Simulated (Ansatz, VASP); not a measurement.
Two plane-wave programs on SiC

```
Si C
1.0
     0.00000    2.18932    2.18932
     2.18932    0.00000    2.18932
     2.18932    2.18932    0.00000
Si C
1 1
Cartesian
  0.0000 0.0000 0.0000
  1.0947 1.0947 1.0947
```

Alike in both runs: task single point; functional PBE; k mesh 6 × 6 × 6; occupations gaussian, width 0.05 eV; no spin polarisation.

|  | VASP | Ansatz |
| --- | --- | --- |
| version | VASP 6.6.1 | Ansatz 0.2.0 |
| potentials or method | VASP PAW PBE potentials, release 64 (Si, C), cutoff 600 eV | scalar-relativistic, plane waves, PAW |
| valence electrons in the cell | 8 | 8 |

```tsv
	VASP	Ansatz	Ansatz less VASP
gap on the k mesh at the Fermi level (eV)	1.36	1.37	+0.002
least direct gap on the mesh (eV)	4.52	4.53	+0.003
pressure (GPa)	0.0	0.2	+0.18
```
